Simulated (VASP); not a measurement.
## C: vibrations by perturbation theory with LDA

C:

```
CELL_PARAMETERS angstrom
0.00000 1.78337 1.78337
1.78337 0.00000 1.78337
1.78337 1.78337 0.00000
ATOMIC_POSITIONS crystal
C 0.75000 0.75000 0.75000
C 0.50000 0.50000 0.50000
```

```
Program                : VASP 6.6.1
Task                   : vibrations by perturbation theory
Functional             : LDA
Potentials or basis    : VASP PAW LDA potentials, release 64 (C)
Cutoff                 : 520 eV
k mesh                 : 10 × 10 × 10
Occupations            : fermi-dirac, width 0.05 eV
Spin                   : no spin polarisation
Dipole correction      : no
Further INCAR settings : ALGO = Normal; EDIFF = 1e-08; IBRION = 8; NSW = 1
```

```yaml
Highest_phonon_frequency_at_Γ: 1287 cm⁻¹
```

Phonon frequencies in cm⁻¹ (negative: imaginary):
| q point | frequencies |
| --- | --- |
| (0.000, 0.000, 0.000) | 0 0 0 1287 1287 1287 |

It took 13 s on 1 thread of Intel Xeon 6975P-C (shared host), peak memory 0.14 GiB.

Caveat: the cell wasn't relaxed at this level first, which shifts response properties.
